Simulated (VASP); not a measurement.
# Si3C2 (R-3c) in VASP: notebook

Si3C2 is run at these levels: PBE; tasks: single point.

Everything below comes from runs of VASP 6.6.1. Logs are shortened: lines on timing, memory, paths and dates and some standing lists are left out, and cuts for length are marked.

### Step 1. The cell of the first run

Symmetry: R-3c, No. 167, trigonal system. Conventional cell: a = 5.366 Å, b = 5.366 Å, c = 14.651 Å, α = 90.00°, β = 90.00°, γ = 120.00°. Si (site symmetry 2) has 4 C at 2.09 to 2.22 Å within 2.8 Å. Within 2.8 Å of C (site symmetry 3) lie 6 Si at 2.09 to 2.22 Å.

### Step 2. Single point, PBE

The input, INCAR:

```
SYSTEM = Si3C2
PREC     = Accurate       ! precision mode
ENCUT    = 520            ! plane-wave cutoff, eV
EDIFF    = 1E-6           ! SCF threshold, eV
ISMEAR   = 0              ! smearing method
SIGMA    = 0.1            ! smearing width, eV
LREAL    = .False.        ! projectors in reciprocal space
LASPH    = .True.         ! aspherical terms in the spheres
NELM     = 100            ! most SCF steps
ALGO     = Normal         ! electronic algorithm
ISIF     = 2              ! what is computed and relaxed
LWAVE    = .False.        ! write WAVECAR
LCHARG   = .False.        ! write CHGCAR
GGA      = PE             ! functional
NBANDS   = 31             ! bands
```

The input, KPOINTS:

```
regular mesh
0
Gamma
  6 6 6
  0 0 0
```

The input, POSCAR:

```
Si3C2
1.0
    2.6830504695      1.5490599108      4.8835547698
   -2.6830504695      1.5490599108      4.8835547698
    0.0000000000     -3.0981198217      4.8835547698
Si C
6 4
Direct
    0.0562500000      0.4437500000      0.7500000000
    0.7500000000      0.0562500000      0.4437500000
    0.4437500000      0.7500000000      0.0562500000
    0.9437500000      0.5562500000      0.2500000000
    0.2500000000      0.9437500000      0.5562500000
    0.5562500000      0.2500000000      0.9437500000
    0.8521800000      0.8521800000      0.8521800000
    0.6478200000      0.6478200000      0.6478200000
    0.1478200000      0.1478200000      0.1478200000
    0.3521800000      0.3521800000      0.3521800000
```

Potentials or basis: VASP PAW PBE potentials, release 64 (Si, C).

Run with:

```bash
$ cat potpaw_PBE.64/Si/POTCAR potpaw_PBE.64/C/POTCAR > POTCAR
$ mpirun -np 1 vasp_std > vasp.out
```

OUTCAR:

```text
SYSTEM = Si3C2
   PREC = Accurate
   ENCUT = 520
   EDIFF = 1E-6
   ISMEAR = 0
   LREAL = .False.
   LASPH = .True.
   NELM = 100
   ISIF = 2
   GGA = PE

 ion  position               nearest neighbor table
   1  0.056  0.444  0.750-   9 2.09  10 2.09   7 2.22   8 2.22   2 2.85   3 2.85   4 2.95   4 2.95
                             5 3.07   6 3.07   5 3.07   6 3.07
   2  0.750  0.056  0.444-  10 2.09   9 2.09   8 2.22   7 2.22   1 2.85   3 2.85   5 2.95   5 2.95
                             4 3.07   4 3.07   6 3.07   6 3.07
   3  0.444  0.750  0.056-   9 2.09  10 2.09   7 2.22   8 2.22   1 2.85   2 2.85   6 2.95   6 2.95
                             4 3.07   4 3.07   5 3.07   5 3.07
   4  0.944  0.556  0.250-   7 2.09   8 2.09   9 2.22  10 2.22   6 2.85   5 2.85   1 2.95   1 2.95
                             2 3.07   3 3.07   3 3.07   2 3.07
   5  0.250  0.944  0.556-   8 2.09   7 2.09  10 2.22   9 2.22   4 2.85   6 2.85   2 2.95   2 2.95
                             1 3.07   1 3.07   3 3.07   3 3.07
   6  0.556  0.250  0.944-   7 2.09   8 2.09   9 2.22  10 2.22   4 2.85   5 2.85   3 2.95   3 2.95
                             1 3.07   1 3.07   2 3.07   2 3.07
   7  0.852  0.852  0.852-   6 2.09   5 2.09   4 2.09   1 2.22   3 2.22   2 2.22
   8  0.648  0.648  0.648-   5 2.09   6 2.09   4 2.09   1 2.22   2 2.22   3 2.22
   9  0.148  0.148  0.148-   3 2.09   2 2.09   1 2.09   4 2.22   6 2.22   5 2.22
  10  0.352  0.352  0.352-   2 2.09   3 2.09   1 2.09   4 2.22   5 2.22   6 2.22

  LATTYP: Found a trigonal (rhomboedric) cell.
 ALAT       =     5.7833773540
 COS(alpha) =     0.5695481095

  Lattice vectors:

 A1 = (   2.6830504695,   1.5490599108,   4.8835547698)
 A2 = (  -2.6830504695,   1.5490599108,   4.8835547698)
 A3 = (   0.0000000000,  -3.0981198217,   4.8835547698)

Analysis of symmetry for initial positions (statically):
=====================================================================
 Subroutine PRICEL returns:
 Original cell was already a primitive cell.

 Routine SETGRP: Setting up the symmetry group for a
 trigonal (rhombohedral) supercell.

 Subroutine GETGRP returns: Found 12 space group operations
 (whereof  6 operations were pure point group operations)
 out of a pool of 12 trial point group operations.

The static configuration has the point symmetry S_6 .
 The point group associated with its full space group is D_3d.

Analysis of symmetry for dynamics (positions and initial velocities):
=====================================================================
 Subroutine PRICEL returns:
 Original cell was already a primitive cell.

 Routine SETGRP: Setting up the symmetry group for a
 trigonal (rhombohedral) supercell.

 Subroutine GETGRP returns: Found 12 space group operations
 (whereof  6 operations were pure point group operations)
 out of a pool of 12 trial point group operations.

The dynamic configuration has the point symmetry S_6 .
 The point group associated with its full space group is D_3d.

 Subroutine INISYM returns: Found 12 space group operations
 (whereof  6 operations are pure point group operations),
 and found     1 'primitive' translations

----------------------------------------------------------------------------------------

                                     Primitive cell

  volume of cell :     121.7824

  direct lattice vectors                    reciprocal lattice vectors
     2.683050469  1.549059911  4.883554770     0.186355048  0.107592137  0.068256291
    -2.683050469  1.549059911  4.883554770    -0.186355048  0.107592137  0.068256291
     0.000000000 -3.098119822  4.883554770     0.000000000 -0.215184275  0.068256291

  length of vectors
     5.783377354  5.783377354  5.783377354     0.225750290  0.225750290  0.225750290

  position of ions in fractional coordinates (direct lattice)
     0.056250000  0.443750000  0.750000000
     0.750000000  0.056250000  0.443750000
     0.443750000  0.750000000  0.056250000
     0.943750000  0.556250000  0.250000000
     0.250000000  0.943750000  0.556250000
     0.556250000  0.250000000  0.943750000
     0.852180000  0.852180000  0.852180000
     0.647820000  0.647820000  0.647820000
     0.147820000  0.147820000  0.147820000
     0.352180000  0.352180000  0.352180000

  ion indices of the primitive-cell ions
   primitive index   ion index
                 1           1
                 2           2
                 3           3
                 4           4
                 5           5
                 6           6
                 7           7
                 8           8
                 9           9
                10          10

----------------------------------------------------------------------------------------

 KPOINTS: regular mesh

Automatic generation of k-mesh.
 Grid dimensions read from file:
 generate k-points for:    6    6    6

 Generating k-lattice:

  Cartesian coordinates                     Fractional coordinates (reciprocal lattice)
     0.031059175  0.017932023  0.011376048     0.166666667  0.000000000  0.000000000
    -0.031059175  0.017932023  0.011376048     0.000000000  0.166666667  0.000000000
     0.000000000 -0.035864046  0.011376048     0.000000000  0.000000000  0.166666667

  Length of vectors
     0.037625048  0.037625048  0.037625048

  Shift w.r.t. Gamma in fractional coordinates (k-lattice)
     0.000000000  0.000000000  0.000000000

 Subroutine IBZKPT returns following result:
 ===========================================

 Found     32 irreducible k-points:

 Following reciprocal coordinates:
            Coordinates               Weight
  0.000000  0.000000  0.000000      1.000000
  0.166667 -0.000000 -0.000000      6.000000
  0.333333 -0.000000 -0.000000      6.000000
  0.500000  0.000000 -0.000000      3.000000
  0.166667  0.166667 -0.000000      6.000000
  0.333333  0.166667  0.000000     12.000000
[... 16 lines left out ...]
  0.500000  0.500000  0.166667      6.000000
 -0.333333  0.500000  0.166667     12.000000
 [... further k-points ...]
   k-points           NKPTS =     32   k-points in BZ     NKDIM =     32   number of bands    NBANDS=     31
   number of dos      NEDOS =    301   number of ions     NIONS =     10
   total plane-waves  NPLWV = 110592
   dimension x,y,z NGX =    48 NGY =   48 NGZ =   48
   dimension x,y,z NGXF=    96 NGYF=   96 NGZF=   96
   ions per type =               6   4
   NGX,Y,Z   is equivalent  to a cutoff of  13.80, 13.80, 13.80 a.u.
   NGXF,Y,Z  is equivalent  to a cutoff of  27.60, 27.60, 27.60 a.u.
 SYSTEM =  Si3C2
   PREC   = accura    normal or accurate (medium, high low for compatibility)
   ISTART =      0    job   : 0-new  1-cont  2-samecut
   ICHARG =      2    charge: 1-file 2-atom 10-const
   ISPIN  =      1    spin polarized calculation?
   LNONCOLLINEAR =      F non collinear calculations
   LSORBIT =      F    spin-orbit coupling
   LASPH  =      T    aspherical Exc in radial PAW
   ENCUT  =  520.0 eV  38.22 Ry    6.18 a.u.  10.75 10.75 10.75*2*pi/ulx,y,z
   NELM   =    100;   NELMIN=  2; NELMDL= -5     # of ELM steps
   EDIFF  = 0.1E-05   stopping-criterion for ELM
   LREAL  =      F    real-space projection
   EDIFFG = 0.1E-04   stopping-criterion for IOM
   NSW    =      0    number of steps for IOM
   IBRION =     -1    ionic relax: 0-MD 1-quasi-New 2-CG
   NFREE  =      0    steps in history (QN), initial steepest desc. (CG)
   ISIF   =      2    stress and relaxation
   ISYM   =      2    0-nonsym 1-usesym 2-fastsym
   POTIM  = 0.5000    time-step for ionic-motion
   TEBEG  =    0.0;   TEEND  =   0.0 temperature during run
   PSTRESS=    0.0 pullay stress
   NELECT =      40.0000    total number of electrons
   NUPDOWN=      -1.0000    fix difference up-down
   EMIN   =  10.00;   EMAX   =-10.00  energy-range for DOS
   EFERMI =   0.00;   METHOD = LEGACY
   ISMEAR =     0;   SIGMA  =   0.10  broadening in eV -4-tet -1-fermi 0-gaus
   EFERMI_NEDOS =   21; number of points for ismear=-14 and -15
   IALGO  =     38    algorithm
   IMIX   =      4    mixing-type and parameters
     AMIX     =   0.40;   BMIX     =  1.00
     AMIX_MAG =   1.60;   BMIX_MAG =  1.00
  volume/ion in A,a.u.               =      12.18        82.18
  Fermi-wavevector in a.u.,A,eV,Ry     =   1.129536  2.134513 17.359011  1.275851
  Thomas-Fermi vector in A             =   2.266230
   LORBIT       =      0    0 simple, 1 ext, 2 COOP (PROOUT), +10 PAW based schemes
   GGA     = PE    functional components
   LHFCALC =     F    Hartree Fock is set to
   AEXX    =    0.0000 exact exchange contribution
   IVDW    =     0    specifies the selected vdW correction
   LEPSILON=     F    determine dielectric tensor
   LRPA    =     F    only Hartree local field effects (RPA)
 non-spin polarized calculation
 Gauss-broadening in eV      SIGMA  =   0.10
  energy-cutoff  :      520.00
  volume of cell :      121.78
 maximum number of plane-waves:      3300
 NGX is ok and might be reduce to    48
   NGX = 21   NGY = 21   NGZ = 21

 number of electron      40.0000000 magnetization

 Free energy of the ion-electron system (eV)
  ---------------------------------------------------
  ext. energy  EPLUGINS =         0.00000000
  ---------------------------------------------------
  free energy    TOTEN  =       -58.02886028 eV

  energy without entropy =      -58.00467689  energy(sigma->0) =      -58.01676858

 E-fermi :   9.1625     XC(G=0): -11.1457

 val. band max:        9.1574872270   @ k =   0.5000   0.0000  -0.0000
 cond. band min:       9.1905923905   @ k =  -0.3333   0.5000   0.3333
 fundamental gap:      0.0331051635
 Fermi energy:         9.1624524648

 k-point     1 :       0.0000    0.0000    0.0000
  band No.  band energies     occupation
      1      -7.1654      2.00000
      2      -3.6760      2.00000
      3      -3.2465      2.00000
      4      -2.0498      2.00000
      5      -0.8233      2.00000
      6       0.0484      2.00000
[... 23 lines left out ...]
     30      13.4608      0.00000
     31      14.1533      0.00000
[... 751 lines left out ...]
      1      -5.5298      2.00000
      2      -4.9753      2.00000
      3      -4.3533      2.00000
      4      -4.0659      2.00000
      5      -0.9864      2.00000
      6      -0.0100      2.00000
[... 23 lines left out ...]
     30      13.1856      0.00000
     31      13.3210      0.00000

 [... further k-points ...]

------------------------ aborting loop because EDIFF is reached ----------------------------------------

  FORCE on cell =-STRESS in cart. coord.  units (eV):
  Direction    XX          YY          ZZ          XY          YZ          ZX
  --------------------------------------------------------------------------------------
  -------------------------------------------------------------------------------------
  Total       -9.9606611     -9.9606611     -2.6022903      0.0000000      0.0000000      0.0000000
  in kB     -131.0431656   -131.0431656    -34.2359160      0.0000000      0.0000000      0.0000000
  external PRESSURE =     -98.7740824 kB  Pullay stress =       0.0000000 kB

 VOLUME and BASIS-vectors are now :
 -----------------------------------------------------------------------------
  energy-cutoff  :      520.00
  volume of cell :      121.78
      direct lattice vectors                 reciprocal lattice vectors
     2.683050469  1.549059911  4.883554770     0.186355048  0.107592137  0.068256291
    -2.683050469  1.549059911  4.883554770    -0.186355048  0.107592137  0.068256291
     0.000000000 -3.098119822  4.883554770     0.000000000 -0.215184275  0.068256291

 POSITION                                       TOTAL-FORCE (eV/Angst)
 -----------------------------------------------------------------------------------
     -1.03968     -1.54906      6.10444         0.286122      0.000000      0.000000
      1.86137     -0.12586      6.10444        -0.143061      0.247789      0.000000
     -0.82168      1.67492      6.10444        -0.143061     -0.247789      0.000000
      1.03968      1.54906      8.54622        -0.286122      0.000000     -0.000000
     -1.86137      0.12586      8.54622         0.143061     -0.247789      0.000000
      0.82168     -1.67492      8.54622         0.143061      0.247789      0.000000
      0.00000     -0.00000     12.48500        -0.000000     -0.000000      0.618539
      0.00000     -0.00000      9.49099        -0.000000      0.000000     -0.618539
      0.00000     -0.00000      2.16566        -0.000000      0.000000     -0.618539
      0.00000     -0.00000      5.15967        -0.000000     -0.000000      0.618539
 -----------------------------------------------------------------------------------
    total drift:                               -0.000000     -0.000000      0.000000

  FREE ENERGIE OF THE ION-ELECTRON SYSTEM (eV)
  ---------------------------------------------------
  free  energy   TOTEN  =       -58.0288602803 eV

  energy  without entropy=      -58.0046768883  energy(sigma->0) =      -58.01676858
```

Run time: 2.6 min. Hardware: 1 thread of Intel Xeon Platinum 8488C (Sapphire Rapids), shared host; peak memory 0.34 GiB.

Results:

```yaml
Free_energy: -58.0289 eV
Pressure: -9.9 GPa
Largest_force: 0.619 eV/Å
Band_gap_on_the_k_mesh: zero (band 20 reaches 10.59 eV, above the bottom of band 21 at 8.38 eV)
```

Forces in eV/Å, atoms in the order of the input:
```
Si   0.286  0.000  0.000
Si  -0.143  0.248  0.000
Si  -0.143 -0.248  0.000
Si  -0.286  0.000  0.000
Si   0.143 -0.248  0.000
Si   0.143  0.248  0.000
C    0.000  0.000  0.619
C    0.000  0.000 -0.619
C    0.000  0.000 -0.619
C    0.000  0.000  0.619
```

### Step 3. Single point, PBE

This run uses another cell than the first one, of 11.06 Å³/atom, 0.908 times its volume.

The input, INCAR:

```
SYSTEM = Si3C2
PREC = Accurate
ENCUT = 520
EDIFF = 1E-7
ISMEAR = 0
SIGMA = 0.1
LREAL = .FALSE.
LASPH = .TRUE.
NELM = 100
ALGO = Normal
ISIF = 2
LWAVE = .FALSE.
LCHARG = .FALSE.
GGA = PE
NBANDS = 31
```

The input, KPOINTS:

```
Automatic mesh
0
G
  6 6 6
  0 0 0
```

The input, POSCAR:

```
Si3C2
1.0
    2.5213713782      1.4557144439      5.0200603869
   -2.5213713782      1.4557144439      5.0200603869
    0.0000000000     -2.9114288878      5.0200603869
Si C
6 4
Direct
    0.0675783547      0.4324216453      0.7500000000
    0.7500000000      0.0675783547      0.4324216453
    0.4324216453      0.7500000000      0.0675783547
    0.9324216453      0.5675783547      0.2500000000
    0.2500000000      0.9324216453      0.5675783547
    0.5675783547      0.2500000000      0.9324216453
    0.8528739035      0.8528739035      0.8528739035
    0.6471260965      0.6471260965      0.6471260965
    0.1471260965      0.1471260965      0.1471260965
    0.3528739035      0.3528739035      0.3528739035
```

Potentials or basis: VASP PAW PBE potentials, release 64 (Si, C).

Run with:

```bash
$ cat potpaw_PBE.64/Si/POTCAR potpaw_PBE.64/C/POTCAR > POTCAR
$ mpirun -np 1 vasp_std > vasp.out
```

OUTCAR:

```text
SYSTEM = Si3C2
   PREC = Accurate
   ENCUT = 520
   EDIFF = 1E-7
   ISMEAR = 0
   LREAL = .FALSE.
   LASPH = .TRUE.
   NELM = 100
   ISIF = 2
   GGA = PE

 ion  position               nearest neighbor table
   1  0.068  0.432  0.750-   9 1.97  10 1.97   7 2.23   8 2.23   2 2.77   3 2.77   4 2.98   4 2.98
                             2 2.98   3 2.98   3 2.98   2 2.98   5 3.04   6 3.04   6 3.04   5 3.04
   2  0.750  0.068  0.432-   9 1.97  10 1.97   7 2.23   8 2.23   3 2.77   1 2.77   5 2.98   5 2.98
                             1 2.98   3 2.98   3 2.98   1 2.98   4 3.04   6 3.04   6 3.04   4 3.04
   3  0.432  0.750  0.068-  10 1.97   9 1.97   7 2.23   8 2.23   2 2.77   1 2.77   6 2.98   6 2.98
                             1 2.98   2 2.98   2 2.98   1 2.98   4 3.04   5 3.04   5 3.04   4 3.04
   4  0.932  0.568  0.250-   7 1.97   8 1.97   9 2.23  10 2.23   6 2.77   5 2.77   1 2.98   1 2.98
                             5 2.98   6 2.98   6 2.98   5 2.98   3 3.04   2 3.04   3 3.04   2 3.04
   5  0.250  0.932  0.568-   7 1.97   8 1.97   9 2.23  10 2.23   6 2.77   4 2.77   2 2.98   2 2.98
                             4 2.98   6 2.98   6 2.98   4 2.98   1 3.04   3 3.04   3 3.04   1 3.04
   6  0.568  0.250  0.932-   8 1.97   7 1.97   9 2.23  10 2.23   5 2.77   4 2.77   3 2.98   3 2.98
[... 1034 lines left out ...]
------------------------ aborting loop because EDIFF is reached ----------------------------------------

  FORCE on cell =-STRESS in cart. coord.  units (eV):
  Direction    XX          YY          ZZ          XY          YZ          ZX
  --------------------------------------------------------------------------------------
  -------------------------------------------------------------------------------------
  Total       -0.0254886     -0.0254886      0.1655754      0.0000000      0.0000000     -0.0000000
  in kB       -0.3693889     -0.3693889      2.3995683      0.0000000      0.0000000     -0.0000000
  external PRESSURE =       0.5535968 kB  Pullay stress =       0.0000000 kB

 VOLUME and BASIS-vectors are now :
 -----------------------------------------------------------------------------
  energy-cutoff  :      520.00
  volume of cell :      110.55
      direct lattice vectors                 reciprocal lattice vectors
     2.521371378  1.455714444  5.020060387     0.198304781  0.114491319  0.066400264
    -2.521371378  1.455714444  5.020060387    -0.198304781  0.114491319  0.066400264
     0.000000000 -2.911428888  5.020060387     0.000000000 -0.228982638  0.066400264

 POSITION                                       TOTAL-FORCE (eV/Angst)
 -----------------------------------------------------------------------------------
     -0.91991     -1.45571      6.27508        -0.005457     -0.000000     -0.000000
      1.72064     -0.06880      6.27508         0.002728     -0.004726      0.000000
     -0.80073      1.52452      6.27508         0.002728      0.004726      0.000000
      0.91991      1.45571      8.78511         0.005457     -0.000000     -0.000000
     -1.72064      0.06880      8.78511        -0.002728      0.004726      0.000000
      0.80073     -1.52452      8.78511        -0.002728     -0.004726      0.000000
      0.00000      0.00000     12.84444        -0.000000     -0.000000      0.015209
      0.00000      0.00000      9.74584        -0.000000     -0.000000     -0.015209
      0.00000      0.00000      2.21575        -0.000000     -0.000000     -0.015209
      0.00000      0.00000      5.31434        -0.000000     -0.000000      0.015209
 -----------------------------------------------------------------------------------
    total drift:                                0.000000     -0.000000      0.000000

  FREE ENERGIE OF THE ION-ELECTRON SYSTEM (eV)
  ---------------------------------------------------
  free  energy   TOTEN  =       -58.7468772064 eV

  energy  without entropy=      -58.7289214861  energy(sigma->0) =      -58.73789935
```

Wall time 2.6 min (1 thread of Intel Xeon Platinum 8488C (Sapphire Rapids), shared host); peak memory 0.34 GiB.

Results:

* Free energy: -58.7469 eV
* Pressure: 0.1 GPa
* Largest force: 0.015 eV/Å
* Band gap on the k mesh: zero (band 20 reaches 11.45 eV, above the bottom of band 21 at 9.29 eV)

Forces in eV/Å, atoms in the order of the input:
```
Si  -0.005  0.000  0.000
Si   0.003 -0.005  0.000
Si   0.003  0.005  0.000
Si   0.005  0.000  0.000
Si  -0.003  0.005  0.000
Si  -0.003 -0.005  0.000
C    0.000  0.000  0.015
C    0.000  0.000 -0.015
C    0.000  0.000 -0.015
C    0.000  0.000  0.015
```

Stress tensor (GPa, compression positive):
```
-0.04  0.00  0.00
 0.00 -0.04  0.00
 0.00  0.00  0.24
```
